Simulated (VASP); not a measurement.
A run of VASP 6.6.1 is set up as follows.

Contents of INCAR:

```
PREC     = Accurate       # precision mode
ENCUT    = 520            # plane-wave cutoff, eV
EDIFF    = 1E-7           # SCF threshold, eV
ISMEAR   = 0              # smearing method
SIGMA    = 0.05           # smearing width, eV
LREAL    = False          # projectors in reciprocal space
LASPH    = True           # aspherical terms in the spheres
NELM     = 80             # most SCF steps
ALGO     = Fast           # electronic algorithm
ISIF     = 2              # what is computed and relaxed
LWAVE    = False          # write WAVECAR
LCHARG   = False          # write CHGCAR
GGA      = PS             # functional
NBANDS   = 34             # bands
```

KPOINTS

```
Automatic mesh
0
Gamma
  8 8 8
```

The input POSCAR:

```
HfPb3
1.0
    4.6934570190      0.0000000000      0.0000000000
    0.0000000000      4.6934570190      0.0000000000
    0.0000000000      0.0000000000      4.6934570190
Hf Pb
1 3
Direct
    0.0000000000      0.0000000000      0.0000000000
    0.0000000000      0.5000000000      0.5000000000
    0.5000000000      0.5000000000      0.0000000000
    0.5000000000      0.0000000000      0.5000000000
```

Potentials or basis: VASP PAW PBE potentials, release 64 (Hf_pv, Pb_d).

Command:

```bash
$ cat potpaw_PBE.64/Hf_pv/POTCAR potpaw_PBE.64/Pb_d/POTCAR > POTCAR
$ mpirun -np 1 vasp_std > vasp.out
```

Problem. Predict the pressure.

Solution. 0.3 GPa.

Problem. Estimate the band gap on the k mesh.

Solution. Zero (bands 26 and 27 overlap by 0.90 eV).

Caveat: the PAW data sets were made with another functional, which shifts forces and pressure a little; spin-orbit coupling is left out, which moves the levels of the heavy elements.
